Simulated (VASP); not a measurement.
ZnS:

```xyz
4
Lattice="3.8907 0.0000 0.0000 -1.9453 3.2956 0.0000 0.0000 0.0000 6.2440" Properties=species:S:1:pos:R:3 pbc="T T T"
Zn    0.0000    2.1978   -0.0039
Zn    1.9453    1.0979    3.1181
S     0.0000    2.1779    2.3454
S     1.9453    1.1177    5.4674
```

This cell differs from its parent crystal: uniaxial x strain +2.2%.

Base run:

* Program: VASP 6.6.1
* Functional: PBE
* Potentials or basis: VASP PAW PBE potentials, release 64 (Zn, S)
* Cutoff: 500 eV
* k mesh: 12 × 12 × 4
* Occupations: fermi-dirac, width 0.02 eV
* Spin: no spin polarisation

Its results: band gap on the k mesh 2.10 eV; pressure 0.7 GPa; largest force 0.005 eV/Å.

Q: The run is repeated on the same cell with these changes: functional from PBE to r2SCAN; cutoff from 500 eV to 550 eV; occupations from fermi-dirac, width 0.02 eV to gaussian, width 0.01 eV. What comes out?

A: Band gap on the k mesh 2.67 eV; pressure -1.5 GPa; largest force 0.004 eV/Å.

Caveats: the PAW data sets were made with another functional, which shifts forces and pressure a little (at least some runs).

A k mesh can miss the band edges.
